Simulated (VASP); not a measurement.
# ScSi2 (P6/mmm) in VASP: notebook

Aim: see how the results for ScSi2 move with the level of theory and the settings. Levels: revPBE+D4, revPBE. Tasks: single point.

Program: VASP 6.6.1. These are calculated values, not measurements. Logs are shortened: lines on timing, memory, paths and dates and some standing lists are left out, and cuts for length are marked.

## (1) The cell of the first run

The structure is hexagonal, space group P6/mmm (No. 191). The conventional cell has a = 3.660 Å, b = 3.660 Å, c = 3.870 Å, α = 90.00°, β = 90.00°, γ = 120.00°. Sc (site symmetry 6/mmm) has 12 Si at 2.87 Å and 8 Sc at 3.66 to 3.87 Å within 3.9 Å. Si (site symmetry -6m2) has 3 Si at 2.11 Å and 6 Sc at 2.87 Å within 2.9 Å.

## (2) Single point, revPBE+D4

File INCAR:

```
SYSTEM = ScSi2
PREC = Accurate
ENCUT = 520
EDIFF = 1E-7
ISMEAR = -1
SIGMA = 0.1
LREAL = .FALSE.
LASPH = .TRUE.
NELM = 60
ALGO = Normal
ISIF = 2
LWAVE = .FALSE.
LCHARG = .FALSE.
GGA = RE
IVDW = 13
NBANDS = 16
```

File KPOINTS:

```
regular mesh
0
G
  11 11 9
  0 0 0
```

File POSCAR:

```
ScSi2
1.0
    3.6600000000      0.0000000000      0.0000000000
   -1.8300000000      3.1696530000      0.0000000000
    0.0000000000      0.0000000000      3.8700000000
Sc Si
1 2
Direct
    0.0000000000      0.0000000000      0.0000000000
    0.3333333333      0.6666666667      0.5000000000
    0.6666666667      0.3333333333      0.5000000000
```

Potentials or basis: VASP PAW PBE potentials, release 64 (Sc_sv, Si).

Run with:

```
cat potpaw_PBE.64/Sc_sv/POTCAR potpaw_PBE.64/Si/POTCAR > POTCAR
mpirun -np 1 vasp_std > vasp.out
```

OUTCAR:

```text
SYSTEM = ScSi2
   PREC = Accurate
   ENCUT = 520
   EDIFF = 1E-7
   ISMEAR = -1
   LREAL = .FALSE.
   LASPH = .TRUE.
   NELM = 60
   ISIF = 2
   GGA = RE
   IVDW = 13

 ion  position               nearest neighbor table
   1  0.000  0.000  0.000-   2 2.87   3 2.87   2 2.87   3 2.87   3 2.87   3 2.87   2 2.87   2 2.87
                             3 2.87   3 2.87   2 2.87   2 2.87
   2  0.333  0.667  0.500-   3 2.11   3 2.11   3 2.11   1 2.87   1 2.87   1 2.87   1 2.87   1 2.87
                             1 2.87
   3  0.667  0.333  0.500-   2 2.11   2 2.11   2 2.11   1 2.87   1 2.87   1 2.87   1 2.87   1 2.87
                             1 2.87

  LATTYP: Found a hexagonal cell.
 ALAT       =     3.6600000000
 C/A-ratio  =     1.0573770492

  Lattice vectors:

 A1 = (   3.6600000000,   0.0000000000,   0.0000000000)
 A2 = (  -1.8300000000,   3.1696530000,   0.0000000000)
 A3 = (   0.0000000000,   0.0000000000,   3.8700000000)

Analysis of symmetry for initial positions (statically):
=====================================================================
 Subroutine PRICEL returns:
 Original cell was already a primitive cell.

 Routine SETGRP: Setting up the symmetry group for a
 hexagonal supercell.

 Subroutine GETGRP returns: Found 24 space group operations
 (whereof 24 operations were pure point group operations)
 out of a pool of 24 trial point group operations.

The static configuration has the point symmetry D_6h.

Analysis of symmetry for dynamics (positions and initial velocities):
=====================================================================
 Subroutine PRICEL returns:
 Original cell was already a primitive cell.

 Routine SETGRP: Setting up the symmetry group for a
 hexagonal supercell.

 Subroutine GETGRP returns: Found 24 space group operations
 (whereof 24 operations were pure point group operations)
 out of a pool of 24 trial point group operations.

The dynamic configuration has the point symmetry D_6h.

 Subroutine INISYM returns: Found 24 space group operations
 (whereof 24 operations are pure point group operations),
 and found     1 'primitive' translations

----------------------------------------------------------------------------------------

                                     Primitive cell

  volume of cell :      44.8956

  direct lattice vectors                    reciprocal lattice vectors
     3.660000000  0.000000000  0.000000000     0.273224044  0.157745974  0.000000000
    -1.830000000  3.169653000  0.000000000     0.000000000  0.315491948  0.000000000
     0.000000000  0.000000000  3.870000000     0.000000000  0.000000000  0.258397933

  length of vectors
     3.660000000  3.660000019  3.870000000     0.315491950  0.315491948  0.258397933

  position of ions in fractional coordinates (direct lattice)
     0.000000000  0.000000000  0.000000000
     0.333333333  0.666666667  0.500000000
     0.666666667  0.333333333  0.500000000

  ion indices of the primitive-cell ions
   primitive index   ion index
                 1           1
                 2           2
                 3           3

----------------------------------------------------------------------------------------

 KPOINTS: regular mesh

Automatic generation of k-mesh.
 Grid dimensions read from file:
 generate k-points for:   11   11    9

 Generating k-lattice:

  Cartesian coordinates                     Fractional coordinates (reciprocal lattice)
     0.024838549  0.014340543  0.000000000     0.090909091  0.000000000  0.000000000
     0.000000000  0.028681086  0.000000000     0.000000000  0.090909091  0.000000000
     0.000000000  0.000000000  0.028710881     0.000000000  0.000000000  0.111111111

  Length of vectors
     0.028681086  0.028681086  0.028710881

  Shift w.r.t. Gamma in fractional coordinates (k-lattice)
     0.000000000  0.000000000  0.000000000

 Subroutine IBZKPT returns following result:
 ===========================================

 Found     80 irreducible k-points:

 Following reciprocal coordinates:
            Coordinates               Weight
  0.000000  0.000000  0.000000      1.000000
  0.090909  0.000000  0.000000      6.000000
  0.181818  0.000000  0.000000      6.000000
  0.272727 -0.000000  0.000000      6.000000
  0.363636 -0.000000  0.000000      6.000000
  0.454545 -0.000000  0.000000      6.000000
[... 16 lines left out ...]
  0.090909  0.090909  0.111111     12.000000
  0.181818  0.090909  0.111111     24.000000
 [... further k-points ...]
   k-points           NKPTS =     80   k-points in BZ     NKDIM =     80   number of bands    NBANDS=     16
   number of dos      NEDOS =    301   number of ions     NIONS =      3
   total plane-waves  NPLWV =  23520
   dimension x,y,z NGX =    28 NGY =   28 NGZ =   30
   dimension x,y,z NGXF=    56 NGYF=   56 NGZF=   60
   ions per type =               1   2
   NGX,Y,Z   is equivalent  to a cutoff of  12.72, 12.72, 12.89 a.u.
   NGXF,Y,Z  is equivalent  to a cutoff of  25.44, 25.44, 25.77 a.u.
 SYSTEM =  ScSi2
   PREC   = accura    normal or accurate (medium, high low for compatibility)
   ISTART =      0    job   : 0-new  1-cont  2-samecut
   ICHARG =      2    charge: 1-file 2-atom 10-const
   ISPIN  =      1    spin polarized calculation?
   LNONCOLLINEAR =      F non collinear calculations
   LSORBIT =      F    spin-orbit coupling
   LASPH  =      T    aspherical Exc in radial PAW
   ENCUT  =  520.0 eV  38.22 Ry    6.18 a.u.   6.81  6.81  7.20*2*pi/ulx,y,z
   NELM   =     60;   NELMIN=  2; NELMDL= -5     # of ELM steps
   EDIFF  = 0.1E-06   stopping-criterion for ELM
   LREAL  =      F    real-space projection
   EDIFFG = 0.1E-05   stopping-criterion for IOM
   NSW    =      0    number of steps for IOM
   IBRION =     -1    ionic relax: 0-MD 1-quasi-New 2-CG
   NFREE  =      0    steps in history (QN), initial steepest desc. (CG)
   ISIF   =      2    stress and relaxation
   ISYM   =      2    0-nonsym 1-usesym 2-fastsym
   POTIM  = 0.5000    time-step for ionic-motion
   TEBEG  =    0.0;   TEEND  =   0.0 temperature during run
   PSTRESS=    0.0 pullay stress
   NELECT =      19.0000    total number of electrons
   NUPDOWN=      -1.0000    fix difference up-down
   EMIN   =  10.00;   EMAX   =-10.00  energy-range for DOS
   EFERMI =   0.00;   METHOD = LEGACY
   ISMEAR =    -1;   SIGMA  =   0.10  broadening in eV -4-tet -1-fermi 0-gaus
   EFERMI_NEDOS =   21; number of points for ismear=-14 and -15
   IALGO  =     38    algorithm
   IMIX   =      4    mixing-type and parameters
     AMIX     =   0.40;   BMIX     =  1.00
     AMIX_MAG =   1.60;   BMIX_MAG =  1.00
  volume/ion in A,a.u.               =      14.97       100.99
  Fermi-wavevector in a.u.,A,eV,Ry     =   1.229112  2.322685 20.554542  1.510716
  Thomas-Fermi vector in A             =   2.364012
   LORBIT       =      0    0 simple, 1 ext, 2 COOP (PROOUT), +10 PAW based schemes
   GGA     = RE    functional components
   LHFCALC =     F    Hartree Fock is set to
   AEXX    =    0.0000 exact exchange contribution
   IVDW    =    13    specifies the selected vdW correction
   LEPSILON=     F    determine dielectric tensor
   LRPA    =     F    only Hartree local field effects (RPA)
 non-spin polarized calculation
  energy-cutoff  :      520.00
  volume of cell :       44.90
 maximum number of plane-waves:      1221
 NGX is ok and might be reduce to    28
   NGX = 13   NGY = 13   NGZ = 15

 number of electron      19.0000001 magnetization

 Free energy of the ion-electron system (eV)
  ---------------------------------------------------
  ext. energy  EPLUGINS =         0.00000000
  ---------------------------------------------------
  free energy    TOTEN  =       -16.56045243 eV

  energy without entropy =      -16.50968719  energy(sigma->0) =      -16.53506981

 E-fermi :   9.3075     XC(G=0): -11.1886

 val. band max:        9.2684933913   @ k =   0.1818   0.0909   0.3333
 cond. band min:       9.3397425030   @ k =   0.2727   0.0909   0.1111
 fundamental gap:      0.0712491117
 Fermi energy:         9.3075130297

 k-point     1 :       0.0000    0.0000    0.0000
  band No.  band energies     occupation
      1     -40.3897      2.00000
      2     -19.0364      2.00000
      3     -18.9760      2.00000
      4     -18.9760      2.00000
      5      -4.5653      2.00000
      6       5.7218      2.00000
[... 8 lines left out ...]
     15      11.9760      0.00000
     16      11.9760      0.00000

 k-point     2 :       0.0909    0.0000    0.0000
  band No.  band energies     occupation
      1     -40.3889      2.00000
      2     -19.0347      2.00000
      3     -18.9861      2.00000
      4     -18.9782      2.00000
      5      -4.4446      2.00000
      6       5.1954      2.00000
[... 8 lines left out ...]
     15      12.0521      0.00000
     16      12.2560      0.00000

 k-point     3 :       0.1818    0.0000    0.0000
  band No.  band energies     occupation
      1     -40.3867      2.00000
      2     -19.0304      2.00000
      3     -19.0132      2.00000
      4     -18.9844      2.00000
      5      -4.0871      2.00000
      6       3.8591      2.00000
[... 8 lines left out ...]
     15      12.7331      0.00000
     16      13.0627      0.00000

 k-point     4 :       0.2727   -0.0000    0.0000
  band No.  band energies     occupation
      1     -40.3837      2.00000
      2     -19.0484      2.00000
      3     -19.0246      2.00000
      4     -18.9925      2.00000
      5      -3.5062      2.00000
      6       2.3875      2.00000
[... 8 lines left out ...]
     15      14.1330      0.00000
     16      14.2154      0.00000
[... 324 lines left out ...]
 k-point    22 :       0.4545   -0.0000    0.1111
  band No.  band energies     occupation
      1     -40.3791      2.00000
      2     -19.0978      2.00000
      3     -19.0231      2.00000
      4     -19.0035      2.00000
      5      -1.8396      2.00000
      6      -0.1458      2.00000
[... 8 lines left out ...]
     15      12.7475      0.00000
     16      15.1511      0.00000

 k-point    23 :       0.0909    0.0909    0.1111
  band No.  band energies     occupation
      1     -40.3870      2.00000
      2     -19.0400      2.00000
      3     -19.0032      2.00000
      4     -18.9824      2.00000
      5      -4.1253      2.00000
      6       4.3697      2.00000
[... 8 lines left out ...]
     15      12.1402      0.00000
     16      12.6117      0.00000

 k-point    24 :       0.1818    0.0909    0.1111
  band No.  band energies     occupation
      1     -40.3844      2.00000
      2     -19.0358      2.00000
      3     -19.0313      2.00000
      4     -18.9910      2.00000
      5      -3.6651      2.00000
      6       3.0925      2.00000
[... 8 lines left out ...]
     15      12.7876      0.00000
     16      13.9628      0.00000

 [... further k-points ...]

------------------------ aborting loop because EDIFF is reached ----------------------------------------

  DFT-D4 for vdW energy calculation

  Edisp (eV):   -2.21395

  FORCE on cell =-STRESS in cart. coord.  units (eV):
  Direction    XX          YY          ZZ          XY          YZ          ZX
  --------------------------------------------------------------------------------------
  -------------------------------------------------------------------------------------
  Total       8.85774     8.85774    -1.46007     0.00000    -0.00000     0.00000
  in kB     316.10375   316.10376   -52.10516     0.00000    -0.00000     0.00000
  external pressure =      193.37 kB  Pullay stress =        0.00 kB

 VOLUME and BASIS-vectors are now :
 -----------------------------------------------------------------------------
  energy-cutoff  :      520.00
  volume of cell :       44.90
      direct lattice vectors                 reciprocal lattice vectors
     3.660000000  0.000000000  0.000000000     0.273224044  0.157745974  0.000000000
    -1.830000000  3.169653000  0.000000000     0.000000000  0.315491948  0.000000000
     0.000000000  0.000000000  3.870000000     0.000000000  0.000000000  0.258397933

 POSITION                                       TOTAL-FORCE (eV/Angst)
 -----------------------------------------------------------------------------------
      0.00000      0.00000      0.00000        -0.000000      0.000000      0.000000
     -0.00000      2.11310      1.93500         0.000000      0.000000      0.000000
      1.83000      1.05655      1.93500        -0.000000     -0.000000      0.000000
 -----------------------------------------------------------------------------------
    total drift:                               -0.000000      0.000000      0.000000

  FREE ENERGIE OF THE ION-ELECTRON SYSTEM (eV)
  ---------------------------------------------------
  free  energy   TOTEN  =       -18.7744072618 eV

  energy  without entropy=      -18.7236420176  energy(sigma->0) =      -18.74902464
```

It took 96 s on 1 thread of Intel Xeon 8259CL, shared host; peak memory 0.2 GiB.

Results:

```yaml
Free_energy: -18.7744 eV
Pressure: 19.3 GPa
Band_gap_on_the_k_mesh: zero (an odd number of electrons rules out a gap without spin polarisation)
Dispersion_energy_per_atom: -0.738 eV
```

Stress tensor (GPa, compression positive):
```
31.61  0.00  0.00
 0.00 31.61  0.00
 0.00  0.00 -5.21
```

Levels at points of the mesh, in eV from the Fermi level:
```tsv
k point	band 6	band 7	band 8	band 9	band 10	band 11	band 12	band 13
(0.00, 0.00, 0.00)	-3.59	-3.47	-3.47	-2.09	1.06	1.06	1.21	1.65
```

Caveat: the cell stands under pressure; the PAW data sets were made with another functional, which shifts forces and pressure a little.

(Part 1 of 2 ends here.)
